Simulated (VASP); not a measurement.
Set up this calculation in VASP 6.6.1, as the native input.

| Property | Result |
| --- | --- |
| Task | single point |
| Functional | PBE |
| Potentials or basis | VASP PAW PBE potentials, release 64 (Ga_d, P, Se) |
| Cutoff | 520 eV |
| k mesh | 8 × 8 × 6 |
| Occupations | gaussian, width 0.1 eV |
| Spin | no spin polarisation |
| Dipole correction | no |
| Further INCAR settings | ALGO = Normal; EDIFF = 1e-07; NBANDS = 26 |

The structure of GaPSe3 lies in POSCAR:

```
GaPSe3
1.0
    4.5838879184      0.0000000000      0.0000000000
    0.0000000000      4.5838879184      0.0000000000
    0.0000000000      0.0000000000      5.9879522197
Ga P Se
1 1 3
Direct
    0.0000000000      0.0000000000      0.0571110474
    0.5000000000      0.5000000000      0.5827275252
    0.5000000000      0.5000000000      0.9470564950
    0.0000000000      0.5000000000      0.4365524662
    0.5000000000      0.0000000000      0.4365524662
```

One way to write it, as run:

INCAR

```
PREC     = Accurate       # precision mode
ENCUT    = 520            # plane-wave cutoff, eV
EDIFF    = 1E-7           # SCF threshold, eV
ISMEAR   = 0              # smearing method
SIGMA    = 0.1            # smearing width, eV
LREAL    = False          # projectors in reciprocal space
LASPH    = True           # aspherical terms in the spheres
NELM     = 80             # most SCF steps
ALGO     = Normal         # electronic algorithm
ISIF     = 2              # what is computed and relaxed
LWAVE    = False          # write WAVECAR
LCHARG   = False          # write CHGCAR
GGA      = PE             # functional
NBANDS   = 26             # bands
```

KPOINTS

```
Automatic mesh
0
Gamma
  8 8 6
```

Potentials or basis: VASP PAW PBE potentials, release 64 (Ga_d, P, Se).

Command:

```bash
$ cat potpaw_PBE.64/Ga_d/POTCAR potpaw_PBE.64/P/POTCAR potpaw_PBE.64/Se/POTCAR > POTCAR
$ mpirun -np 1 vasp_std > vasp.out
```

It gave:

```
Pressure               : 0.0 GPa
Largest force          : 0.012 eV/Å
Band gap on the k mesh : zero (bands 18 and 19 overlap by 2.04 eV)
```

It took 4 min on 1 thread of Oxide Virtual Turin-like Processor (shared host), peak memory 0.33 GiB.
